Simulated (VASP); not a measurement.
HfN: single point with PBEsol

The system is HfN.

```
CELL_PARAMETERS angstrom
0.00000 2.25078 2.25078
2.25078 0.00000 2.25078
2.25078 2.25078 0.00000
ATOMIC_POSITIONS crystal
Hf 0.00000 0.00000 0.00000
N 0.36671 0.36671 0.63329
```

This cell differs from its parent crystal: atom 2 (N) moved by (+0.000, -0.600) A along [1 1 0] and z.

* Program: VASP 6.6.1
* Task: single point
* Functional: PBEsol
* Potentials or basis: VASP PAW PBE potentials, release 64 (Hf_pv, N)
* Cutoff: 600 eV
* k mesh: 22 × 22 × 22
* Occupations: gaussian, width 0.15 eV
* Spin: no spin polarisation

| Item | Value |
| --- | --- |
| Pressure | 61.9 GPa |
| Largest force | 15.614 eV/Å |
| Band gap on the k mesh | zero (an odd number of electrons rules out a gap without spin polarisation) |

Forces on the atoms (eV/Å):
```
Hf    0.000   0.000 -15.614
N     0.000   0.000  15.614
```

Stress tensor (GPa, compression positive):
```
  0.25   0.00   0.00
  0.00   0.25   0.00
  0.00   0.00 185.34
```

Levels at points of the mesh, in eV from the Fermi level:
```csv
k point,band 6,band 7,band 8,band 9,band 10,band 11
"(0.00, 0.00, 0.00)",-5.84,-5.14,-0.02,1.18,2.31,3.44
"(0.50, 0.00, 0.00)",-6.35,-5.78,1.42,3.47,4.58,5.53
"(0.50, 0.50, 0.00)",-4.02,-4.02,-3.80,0.66,4.77,5.55
"(0.00, 0.50, 0.50)",-5.60,-4.02,1.36,3.32,5.32,5.86
```

Run time: 3.4 min on 1 thread of Intel(R) Xeon(R) Platinum 8488C (Sapphire Rapids), on a shared host, peak memory 0.45 GiB.

Caveat: the cell differs from its parent crystal (atom 2 (N) moved by (+0.000, -0.600) A along [1 1 0] and z); the stress differs along the axes, from 0 to 185 GPa; the PAW data sets were made with another functional, which shifts forces and pressure a little; spin-orbit coupling is left out, which moves the levels of the heavy elements; an odd number of electrons without spin polarisation forces a metal; a magnetic or distorted state may lie lower.
